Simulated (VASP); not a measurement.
Wanted: the native input for a VASP 6.6.1 run.

| Quantity | Value |
| --- | --- |
| Task | single point |
| Functional | PBE |
| Potentials or basis | VASP PAW PBE potentials, release 64 (Cd, C) |
| Cutoff | 520 eV |
| k mesh | 6 × 4 × 2 |
| Occupations | gaussian, width 0.1 eV |
| Spin | no spin polarisation |
| Dipole correction | no |
| Further INCAR settings | ALGO = Normal; EDIFF = 1e-06; NBANDS = 50 |

The structure of Cd3C lies in POSCAR:

```
Cd3C
1.0
    3.3370972718      0.0000000000      0.0000000000
    0.0000000000      6.0030967732      0.0000000000
    0.0000000000      0.0000000000      7.6777855669
Cd C
6 2
Direct
    0.0000000000      0.2447088915      0.1723720996
    0.0000000000      0.7552911085      0.1723720996
    0.5000000000      0.7447088915      0.8276279004
    0.5000000000      0.2552911085      0.8276279004
    0.5000000000      0.0000000000      0.4676285967
    0.0000000000      0.5000000000      0.5323714033
    0.0000000000      0.0000000000      0.9154555723
    0.5000000000      0.5000000000      0.0845444277
```

The input as run:

INCAR

```
PREC = Accurate ; ENCUT = 520
EDIFF = 1E-6 ; ISMEAR = 0
SIGMA = 0.1 ; LREAL = False
LASPH = True ; NELM = 80
ALGO = Normal ; ISIF = 2
LWAVE = False ; LCHARG = False
GGA = PE ; NBANDS = 50
```

KPOINTS

```
regular mesh
0
Gamma
  6 4 2
```

Potentials or basis: VASP PAW PBE potentials, release 64 (Cd, C).

Run with:

```sh
$ cat potpaw_PBE.64/Cd/POTCAR potpaw_PBE.64/C/POTCAR > POTCAR
$ mpirun -np 1 vasp_std > vasp.out
```

Results of the run:

* Pressure: 0.6 GPa
* Largest force: 0.073 eV/Å
* Band gap on the k mesh: zero (bands 40 and 41 overlap by 1.74 eV)

Caveat: the k points lie up to 0.41 Å⁻¹ apart, too coarse for converged energies and pressures of a metal.

Run time: 2.6 min on 1 thread of Intel(R) Xeon(R) 6975P-C (Granite Rapids) (shared host), peak memory 0.33 GiB.
